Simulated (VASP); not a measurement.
Write the native input for VASP 6.6.1 that does the following.

| Quantity | Value |
| --- | --- |
| Task | relaxation of cell and atoms |
| Functional | LDA |
| Potentials or basis | VASP PAW LDA potentials, release 64 (Ge_d) |
| Cutoff | 600 eV |
| k mesh | 8 × 8 × 11 |
| Occupations | fermi-dirac, width 0.08 eV |
| Spin | no spin polarisation |
| Target pressure | 1.5 GPa |
| Dipole correction | no |
| Further INCAR settings | ALGO = Normal; EDIFF = 1e-06; IBRION = 2; EDIFFG = -0.005; NSW = 32; ISIF = 3 |

The structure of Ge lies in POSCAR:

```
Ge
1.0
    4.7676269446      0.0000000000      0.0000000000
   -2.3838134723      4.1288860498      0.0000000000
    0.0000000000      0.0000000000      2.6900827912
Ge
3
Direct
    0.0000000000      0.0000000000      0.0000000000
    0.3333333333      0.6666666667      0.5000000000
    0.6666666667      0.3333333333      0.5000000000
```

This isn't the form of Ge at room conditions, which is diamond.

The input as run:

INCAR

```
SYSTEM = Ge
PREC = Accurate
ENCUT = 600
EDIFF = 1E-6
ISMEAR = -1
SIGMA = 0.08
LREAL = .FALSE.
LASPH = .TRUE.
NELM = 100
ALGO = Normal
ISIF = 3
LWAVE = .FALSE.
LCHARG = .FALSE.
IBRION = 2
NSW = 32
EDIFFG = -0.005
PSTRESS = 15.0
```

KPOINTS

```
regular mesh
0
G
  8 8 11
  0 0 0
```

Potentials or basis: VASP PAW LDA potentials, release 64 (Ge_d).

Command:

```console
$ cat potpaw_LDA.64/Ge_d/POTCAR > POTCAR
$ mpirun -np 1 vasp_std > vasp.out
```

Results of the run:

```yaml
Relaxed_volume: 17.67 Å³/atom
Relaxed_cell: a = 4.770 Å, b = 4.770 Å, c = 2.691 Å, α = 90.00°, β = 90.00°, γ = 120.00°
Space_group_after_relaxing_to_0.1_Å: P6/mmm (No. 191)
Energy_change_on_relaxing_the_run_minimises_the_enthalpy: -0.2 meV/atom
Ionic_steps: 2
Pressure_after_relaxing: 1.5 GPa
Band_gap_on_the_k_mesh: zero (bands 21 and 22 overlap by 5.21 eV)
```

Caveat: the cell is relaxed towards a set pressure, so the run minimises the enthalpy, not the energy.

Wall time 100 s on 1 thread of Intel(R) Xeon(R) Platinum 8259CL CPU @ 2.50GHz (Skylake/Cascade Lake) (shared host), peak memory 0.21 GiB.
